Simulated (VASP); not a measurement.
# MgS (F-43m) in VASP: notebook

Runs on MgS. Level: r2SCAN. Tasks: single point.

Program: VASP 6.6.1. These are calculated values, not measurements. Logs are shortened: lines on timing, memory, paths and dates and some standing lists are left out, and cuts for length are marked.

## Step 1: The cell of the first run

Symmetry: F-43m, No. 216, cubic system. The conventional cell has a = 5.590 Å, b = 5.590 Å, c = 5.590 Å, α = 90.00°, β = 90.00°, γ = 90.00°. Within 3.2 Å of S (site symmetry -43m) lie 4 Mg at 2.42 Å. Within 3.2 Å of Mg (site symmetry -43m) lie 4 S at 2.42 Å.

## Step 2: Single point, r2SCAN

The input, POSCAR:

```
MgS
1.0
    0.0000000000      2.7948299470      2.7948299470
    2.7948299470      0.0000000000      2.7948299470
    2.7948299470      2.7948299470      0.0000000000
S Mg
1 1
Direct
    0.2500000000      0.2500000000      0.2500000000
    0.0000000000      0.0000000000      0.0000000000
```

The input, INCAR.step1:

```
SYSTEM = MgS
  PREC = Accurate
  ENCUT = 920
  ISMEAR = -1
  SIGMA = 0.05
  LREAL = .FALSE.
  LASPH = .TRUE.
  NELM = 120
  NBANDS = 15
  GGA = PE
  ALGO = Normal
  EDIFF = 1E-5
  LWAVE = .TRUE.
  LCHARG = .FALSE.
  GGA_COMPAT = .FALSE.
```

The input, INCAR.step2:

```
SYSTEM = MgS
  PREC = Accurate
  ENCUT = 920
  EDIFF = 1E-6
  ISMEAR = -1
  SIGMA = 0.05
  LREAL = .FALSE.
  LASPH = .TRUE.
  NELM = 120
  ALGO = Normal
  ISIF = 2
  LWAVE = .FALSE.
  LCHARG = .TRUE.
  METAGGA = R2SCAN
  LMIXTAU = .TRUE.
  LELF = .TRUE.
  LVHAR = .TRUE.
  NBANDS = 15
  ISTART = 1
  GGA_COMPAT = .FALSE.
```

The input, KPOINTS:

```
Automatic mesh
0
G
  8 8 8
  0 0 0
```

Potentials or basis: VASP PAW PBE potentials, release 64 (S, Mg_sv).

The run is started by

```sh
> cat potpaw_PBE.64/S/POTCAR potpaw_PBE.64/Mg_sv/POTCAR > POTCAR
> cp INCAR.step1 INCAR
> mpirun -np 1 vasp_std > vasp.out
> cp INCAR.step2 INCAR
> mpirun -np 1 vasp_std > vasp.out
```

OUTCAR:

```text
SYSTEM = MgS
   PREC = Accurate
   ENCUT = 920
   EDIFF = 1E-6
   ISMEAR = -1
   LREAL = .FALSE.
   LASPH = .TRUE.
   NELM = 120
   ISIF = 2
   METAGGA = R2SCAN
   ISTART = 1

 ion  position               nearest neighbor table
   1  0.250  0.250  0.250-   2 2.42   2 2.42   2 2.42   2 2.42
   2  0.000  0.000  0.000-   1 2.42   1 2.42   1 2.42   1 2.42

  LATTYP: Found a face centered cubic cell.
 ALAT       =     5.5896598940

  Lattice vectors:

 A1 = (   0.0000000000,   2.7948299470,   2.7948299470)
 A2 = (   2.7948299470,   0.0000000000,   2.7948299470)
 A3 = (   2.7948299470,   2.7948299470,   0.0000000000)

Analysis of symmetry for initial positions (statically):
=====================================================================
 Subroutine PRICEL returns:
 Original cell was already a primitive cell.

 Routine SETGRP: Setting up the symmetry group for a
 face centered cubic supercell.

 Subroutine GETGRP returns: Found 24 space group operations
 (whereof 24 operations were pure point group operations)
 out of a pool of 48 trial point group operations.

The static configuration has the point symmetry T_d .

Analysis of symmetry for dynamics (positions and initial velocities):
=====================================================================
 Subroutine PRICEL returns:
 Original cell was already a primitive cell.

 Routine SETGRP: Setting up the symmetry group for a
 face centered cubic supercell.

 Subroutine GETGRP returns: Found 24 space group operations
 (whereof 24 operations were pure point group operations)
 out of a pool of 48 trial point group operations.

The dynamic configuration has the point symmetry T_d .

 Subroutine INISYM returns: Found 24 space group operations
 (whereof 24 operations are pure point group operations),
 and found     1 'primitive' translations

----------------------------------------------------------------------------------------

                                     Primitive cell

  volume of cell :      43.6612

  direct lattice vectors                    reciprocal lattice vectors
     0.000000000  2.794829947  2.794829947    -0.178901761  0.178901761  0.178901761
     2.794829947  0.000000000  2.794829947     0.178901761 -0.178901761  0.178901761
     2.794829947  2.794829947  0.000000000     0.178901761  0.178901761 -0.178901761

  length of vectors
     3.952486416  3.952486416  3.952486416     0.309866940  0.309866940  0.309866940

  position of ions in fractional coordinates (direct lattice)
     0.250000000  0.250000000  0.250000000
     0.000000000  0.000000000  0.000000000

  ion indices of the primitive-cell ions
   primitive index   ion index
                 1           1
                 2           2

----------------------------------------------------------------------------------------

 KPOINTS: Automatic mesh

Automatic generation of k-mesh.
 Grid dimensions read from file:
 generate k-points for:    8    8    8

 Generating k-lattice:

  Cartesian coordinates                     Fractional coordinates (reciprocal lattice)
    -0.022362720  0.022362720  0.022362720     0.125000000  0.000000000  0.000000000
     0.022362720 -0.022362720  0.022362720     0.000000000  0.125000000  0.000000000
     0.022362720  0.022362720 -0.022362720     0.000000000  0.000000000  0.125000000

  Length of vectors
     0.038733368  0.038733368  0.038733368

  Shift w.r.t. Gamma in fractional coordinates (k-lattice)
     0.000000000  0.000000000  0.000000000

 Subroutine IBZKPT returns following result:
 ===========================================

 Found     29 irreducible k-points:

 Following reciprocal coordinates:
            Coordinates               Weight
  0.000000  0.000000  0.000000      1.000000
  0.125000  0.000000  0.000000      8.000000
  0.250000  0.000000  0.000000      8.000000
  0.375000  0.000000  0.000000      8.000000
  0.500000  0.000000  0.000000      4.000000
  0.125000  0.125000  0.000000      6.000000
[... 16 lines left out ...]
  0.500000  0.250000  0.125000     48.000000
 -0.375000  0.250000  0.125000     24.000000
 [... further k-points ...]
   k-points           NKPTS =     29   k-points in BZ     NKDIM =     29   number of bands    NBANDS=     15
   number of dos      NEDOS =    301   number of ions     NIONS =      2
   total plane-waves  NPLWV =  64000
   dimension x,y,z NGX =    40 NGY =   40 NGZ =   40
   dimension x,y,z NGXF=    80 NGYF=   80 NGZF=   80
   ions per type =               1   1
   NGX,Y,Z   is equivalent  to a cutoff of  16.82, 16.82, 16.82 a.u.
   NGXF,Y,Z  is equivalent  to a cutoff of  33.65, 33.65, 33.65 a.u.
 SYSTEM =  MgS
   PREC   = accura    normal or accurate (medium, high low for compatibility)
   ISTART =      1    job   : 0-new  1-cont  2-samecut
   ICHARG =      0    charge: 1-file 2-atom 10-const
   ISPIN  =      1    spin polarized calculation?
   LNONCOLLINEAR =      F non collinear calculations
   LSORBIT =      F    spin-orbit coupling
   LASPH  =      T    aspherical Exc in radial PAW
   ENCUT  =  920.0 eV  67.62 Ry    8.22 a.u.   9.78  9.78  9.78*2*pi/ulx,y,z
   NELM   =    120;   NELMIN=  2; NELMDL=  0     # of ELM steps
   EDIFF  = 0.1E-05   stopping-criterion for ELM
   LREAL  =      F    real-space projection
   EDIFFG = 0.1E-04   stopping-criterion for IOM
   NSW    =      0    number of steps for IOM
   IBRION =     -1    ionic relax: 0-MD 1-quasi-New 2-CG
   NFREE  =      0    steps in history (QN), initial steepest desc. (CG)
   ISIF   =      2    stress and relaxation
   ISYM   =      2    0-nonsym 1-usesym 2-fastsym
   POTIM  = 0.5000    time-step for ionic-motion
   TEBEG  =    0.0;   TEEND  =   0.0 temperature during run
   PSTRESS=    0.0 pullay stress
   NELECT =      16.0000    total number of electrons
   NUPDOWN=      -1.0000    fix difference up-down
   EMIN   =  10.00;   EMAX   =-10.00  energy-range for DOS
   EFERMI =   0.00;   METHOD = LEGACY
   ISMEAR =    -1;   SIGMA  =   0.05  broadening in eV -4-tet -1-fermi 0-gaus
   EFERMI_NEDOS =   21; number of points for ismear=-14 and -15
   IALGO  =     38    algorithm
   IMIX   =      4    mixing-type and parameters
     AMIX     =   0.40;   BMIX     =  1.00
     AMIX_MAG =   1.60;   BMIX_MAG =  1.00
  volume/ion in A,a.u.               =      21.83       147.32
  Fermi-wavevector in a.u.,A,eV,Ry     =   1.171519  2.213850 18.673417  1.372457
  Thomas-Fermi vector in A             =   2.307962
   LORBIT       =      0    0 simple, 1 ext, 2 COOP (PROOUT), +10 PAW based schemes
   METAGGA = R2SCAN    functional components
   LHFCALC =     F    Hartree Fock is set to
   AEXX    =    0.0000 exact exchange contribution
   IVDW    =     0    specifies the selected vdW correction
   LEPSILON=     F    determine dielectric tensor
   LRPA    =     F    only Hartree local field effects (RPA)
 non-spin polarized calculation
  energy-cutoff  :      920.00
  volume of cell :       43.66
 maximum number of plane-waves:      2788
   NGX = 19   NGY = 19   NGZ = 19

 number of electron      16.0000001 magnetization

 Free energy of the ion-electron system (eV)
  ---------------------------------------------------
  ext. energy  EPLUGINS =         0.00000000
  ---------------------------------------------------
  free energy    TOTEN  =       -15.46311908 eV

  energy without entropy =      -15.46311908  energy(sigma->0) =      -15.46311908

 E-fermi :   2.0402     XC(G=0):  -9.1218

 val. band max:        0.8998092282   @ k =   0.0000   0.0000   0.0000
 cond. band min:       5.1932057491   @ k =   0.5000   0.5000   0.0000
 fundamental gap:      4.2933965209
 Fermi energy:         2.0402089622

 k-point     1 :       0.0000    0.0000    0.0000
  band No.  band energies     occupation
      1     -75.5312      2.00000
      2     -40.6419      2.00000
      3     -40.6419      2.00000
      4     -40.6419      2.00000
      5     -10.9688      2.00000
      6       0.8998      2.00000
      7       0.8998      2.00000
      8       0.8998      2.00000
      9       5.2514      0.00000
     10       9.6201      0.00000
     11       9.6201      0.00000
     12       9.6201      0.00000
     13      12.4388      0.00000
     14      12.4388      0.00000
     15      15.9670      0.00000

 k-point     2 :       0.1250    0.0000    0.0000
  band No.  band energies     occupation
      1     -75.5312      2.00000
      2     -40.6424      2.00000
      3     -40.6420      2.00000
      4     -40.6419      2.00000
      5     -10.8719      2.00000
      6       0.2231      2.00000
      7       0.8446      2.00000
      8       0.8446      2.00000
      9       5.9012      0.00000
     10       9.4546      0.00000
     11       9.8106      0.00000
     12       9.8106      0.00000
     13      11.9707      0.00000
     14      11.9707      0.00000
     15      15.0461      0.00000

 k-point     3 :       0.2500    0.0000    0.0000
  band No.  band energies     occupation
      1     -75.5312      2.00000
      2     -40.6435      2.00000
      3     -40.6421      2.00000
      4     -40.6421      2.00000
      5     -10.6205      2.00000
      6      -1.0019      2.00000
      7       0.7195      2.00000
      8       0.7195      2.00000
      9       6.7515      0.00000
     10       9.5533      0.00000
     11       9.7980      0.00000
     12       9.7980      0.00000
     13      12.0884      0.00000
     14      12.0884      0.00000
     15      14.1601      0.00000

 k-point     4 :       0.3750    0.0000    0.0000
  band No.  band energies     occupation
      1     -75.5312      2.00000
      2     -40.6447      2.00000
      3     -40.6423      2.00000
      4     -40.6423      2.00000
      5     -10.3383      2.00000
      6      -1.9943      2.00000
      7       0.6046      2.00000
      8       0.6046      2.00000
      9       6.8992      0.00000
     10       9.3713      0.00000
     11       9.3713      0.00000
     12      10.1485      0.00000
     13      13.5040      0.00000
     14      13.5040      0.00000
     15      14.2826      0.00000
[... 307 lines left out ...]
 k-point    22 :       0.3750    0.2500    0.1250
  band No.  band energies     occupation
      1     -75.5311      2.00000
      2     -40.6439      2.00000
      3     -40.6427      2.00000
      4     -40.6424      2.00000
      5     -10.4254      2.00000
      6      -1.2115      2.00000
      7       0.0157      2.00000
      8       0.5081      2.00000
      9       7.3439      0.00000
     10       8.7148      0.00000
     11       9.1860      0.00000
     12      10.9638      0.00000
     13      11.4570      0.00000
     14      14.2320      0.00000
     15      16.3872      0.00000

 k-point    23 :       0.5000    0.2500    0.1250
  band No.  band energies     occupation
      1     -75.5311      2.00000
      2     -40.6446      2.00000
      3     -40.6431      2.00000
      4     -40.6426      2.00000
      5     -10.1906      2.00000
      6      -1.7564      2.00000
      7      -0.3439      2.00000
      8       0.3228      2.00000
      9       7.5066      0.00000
     10       8.4830      0.00000
     11       9.6561      0.00000
     12      10.7545      0.00000
     13      12.7225      0.00000
     14      15.6036      0.00000
     15      15.9568      0.00000

 k-point    24 :      -0.3750    0.2500    0.1250
  band No.  band energies     occupation
      1     -75.5311      2.00000
      2     -40.6449      2.00000
      3     -40.6432      2.00000
      4     -40.6427      2.00000
      5     -10.0860      2.00000
      6      -1.9943      2.00000
      7      -0.4480      2.00000
      8       0.2221      2.00000
      9       7.5372      0.00000
     10       8.2059      0.00000
     11      10.4926      0.00000
     12      10.6143      0.00000
     13      13.3497      0.00000
     14      14.7899      0.00000
     15      16.2080      0.00000

 [... further k-points ...]
[... 5 lines left out ...]
  --------------------------------------------------------------------------------------
  -------------------------------------------------------------------------------------
  Total        0.7148207      0.7148207      0.7148207      0.0000000      0.0000000      0.0000000
  in kB       26.2308000     26.2308000     26.2308000      0.0000000      0.0000000      0.0000000
  external PRESSURE =      26.2308000 kB  Pullay stress =       0.0000000 kB

 VOLUME and BASIS-vectors are now :
 -----------------------------------------------------------------------------
  energy-cutoff  :      920.00
  volume of cell :       43.66
      direct lattice vectors                 reciprocal lattice vectors
     0.000000000  2.794829947  2.794829947    -0.178901761  0.178901761  0.178901761
     2.794829947  0.000000000  2.794829947     0.178901761 -0.178901761  0.178901761
     2.794829947  2.794829947  0.000000000     0.178901761  0.178901761 -0.178901761

 POSITION                                       TOTAL-FORCE (eV/Angst)
 -----------------------------------------------------------------------------------
      1.39741      1.39741      1.39741         0.000000      0.000000      0.000000
      0.00000      0.00000      0.00000        -0.000000     -0.000000     -0.000000
 -----------------------------------------------------------------------------------
    total drift:                                0.000000      0.000000      0.000000

  FREE ENERGIE OF THE ION-ELECTRON SYSTEM (eV)
  ---------------------------------------------------
  free  energy   TOTEN  =       -15.4631190795 eV

  energy  without entropy=      -15.4631190795  energy(sigma->0) =      -15.46311908
```

Wall time 3.3 min (1 thread of AMD EPYC 7R43 (Zen 3), shared host); peak memory 0.23 GiB.

Results:

| Property | Result |
| --- | --- |
| Free energy | -15.4631 eV |
| Pressure | 2.6 GPa |
| Band gap on the k mesh | 4.29 eV (least direct gap 4.35 eV) |

Levels at points of the mesh, in eV from the valence-band top:
```
           k point  band 6  band 7  band 8  band 9  band 10  band 11
(0.00, 0.00, 0.00)    0.00    0.00    0.00    4.35     8.72     8.72
(0.50, 0.00, 0.00)   -3.27   -0.34   -0.34    5.96     8.28     8.28
(0.50, 0.50, 0.00)   -2.92   -1.09   -1.09    4.29     6.33    12.56
```

Caveat: the PAW data sets were made with another functional, which shifts forces and pressure a little. A k mesh can miss the band edges.

## Step 3: Single point, r2SCAN

POSCAR is that of step 2.

The input, INCAR.step1:

```
SYSTEM = MgS
ALGO     = Normal         ! electronic algorithm
EDIFF    = 1E-5           ! SCF threshold, eV
ENCUT    = 920            ! plane-wave cutoff, eV
GGA      = PE             ! functional
GGA_COMPAT= .FALSE.      
ISMEAR   = -1             ! smearing method
LASPH    = .TRUE.         ! aspherical terms in the spheres
LCHARG   = .FALSE.        ! write CHGCAR
LREAL    = .FALSE.        ! projectors in reciprocal space
LWAVE    = .TRUE.         ! write WAVECAR
NBANDS   = 15             ! bands
NELM     = 120            ! most SCF steps
PREC     = Accurate       ! precision mode
SIGMA    = 0.05           ! smearing width, eV
```

The input, INCAR.step2:

```
SYSTEM = MgS
ALGO     = Normal         ! electronic algorithm
EDIFF    = 1E-6           ! SCF threshold, eV
ENCUT    = 920            ! plane-wave cutoff, eV
GGA_COMPAT= .FALSE.      
ISIF     = 2              ! what is computed and relaxed
ISMEAR   = -1             ! smearing method
ISTART   = 1            
LASPH    = .TRUE.         ! aspherical terms in the spheres
LCHARG   = .FALSE.        ! write CHGCAR
LMIXTAU  = .TRUE.       
LREAL    = .FALSE.        ! projectors in reciprocal space
LWAVE    = .FALSE.        ! write WAVECAR
METAGGA  = R2SCAN         ! meta-GGA
NBANDS   = 15             ! bands
NELM     = 120            ! most SCF steps
PREC     = Accurate       ! precision mode
SIGMA    = 0.05           ! smearing width, eV
```

The input, KPOINTS:

```
k-points
0
G
  8 8 8
  0 0 0
```

Potentials or basis: VASP PAW PBE potentials, release 64 (S, Mg_sv).

The run is started by

```sh
> cat potpaw_PBE.64/S/POTCAR potpaw_PBE.64/Mg_sv/POTCAR > POTCAR
> cp INCAR.step1 INCAR
> mpirun -np 1 vasp_std > vasp.out
> cp INCAR.step2 INCAR
> mpirun -np 1 vasp_std > vasp.out
```

Run time: 1.9 min. Hardware: 1 thread of Intel Xeon Platinum 8375C at 2.90GHz (Ice Lake), shared host; peak memory 0.27 GiB.

The run converged. Its results:

```yaml
Free_energy: -15.4631 eV
Pressure: 2.6 GPa
Band_gap_on_the_k_mesh: 4.29 eV (least direct gap 4.35 eV)
```

Levels at points of the mesh, in eV from the valence-band top:
```tsv
k point	band 6	band 7	band 8	band 9	band 10	band 11
(0.00, 0.00, 0.00)	0.00	0.00	0.00	4.35	8.72	8.72
(0.50, 0.00, 0.00)	-3.27	-0.34	-0.34	5.96	8.28	8.28
(0.50, 0.50, 0.00)	-2.92	-1.09	-1.09	4.29	6.33	12.56
```

Caveat: the PAW data sets were made with another functional, which shifts forces and pressure a little. A k mesh can miss the band edges.

(Continued in part 2 of 2.)
